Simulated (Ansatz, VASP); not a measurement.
## SrO: VASP beside Ansatz

File INCAR:

```
ALGO = Normal
EDIFF = 1E-6
ENCUT = 520
ISIF = 2
ISMEAR = 0
LASPH = True
LCHARG = True
LELF = True
LREAL = False
LVHAR = True
LWAVE = False
NBANDS = 24
NELM = 100
PREC = Accurate
SIGMA = 0.01
```

KPOINTS

```
k-points
0
Gamma
  12 12 4
```

POSCAR

```
SrO
1.0
    3.5632380098      0.0000000000      0.0000000000
   -1.7816190049      3.0858546362      0.0000000000
    0.0000000000      0.0000000000      6.2551048084
Sr O
2 2
Direct
    0.0000000000      0.0000000000      0.0000000000
    0.0000000000      0.0000000000      0.5000000000
    0.3333333333      0.6666666667      0.2500000000
    0.6666666667      0.3333333333      0.7500000000
```

Input for Ansatz:

```yaml
crystal:
  lattice:
    - [3.5632380098, 0.0, 0.0]
    - [-1.7816190049, 3.0858546362, 0.0]
    - [0.0, 0.0, 6.2551048084]
  atoms:
    - { symbol: Sr, position: [0.0, 0.0, 0.0] }
    - { symbol: Sr, position: [0.0, 0.0, 0.5] }
    - { symbol: O, position: [0.3333333333, 0.6666666667, 0.25] }
    - { symbol: O, position: [0.6666666667, 0.3333333333, 0.75] }
kpoints:
  mp_grid: { grid: [12, 12, 4] }
  band_path:
    path:
      - [0.0, 0.0, 0.0]
      - [0.5, 0.0, 0.0]
      - [0.3333333333, 0.3333333333, 0.0]
      - [0.0, 0.0, 0.5]
      - [0.5, 0.0, 0.5]
      - [0.3333333333, 0.3333333333, 0.5]
    npoints: 1
hamiltonian:
  xc: lda
scf:
  occupations: { method: fixed }
  n_extra_bands: 5
output:
  forces: true
  stress: true
  eigenvalues: true
```

Alike in both runs: task single point; functional LDA; k mesh 12 × 12 × 4; no spin polarisation.

```csv
,VASP,Ansatz
version,VASP 6.6.1,Ansatz 0.2.0
potentials or method,"VASP PAW LDA potentials, release 64 (Sr_sv, O)","plane waves, PAW"
plane-wave cutoff (eV),520,420
occupations,"gaussian, width 0.01 eV",fixed
valence electrons in the cell,32,32
```

Ansatz gave:

| Property | Result |
| --- | --- |
| gap on the k mesh at the Fermi level (eV) | 3.27 |
| pressure (GPa) | -5.1 |
| traceless stress, the component that is largest in VASP (GPa) | -0.39 |

**Question.** Estimate VASP's values.

**Answer.** gap on the k mesh at the Fermi level (eV): 3.23; pressure (GPa): -4.4; traceless stress, the component that is largest in VASP (GPa): -0.27.

LDA's correlation is that of Perdew and Zunger in VASP and of Perdew and Wang (1992) in Ansatz.
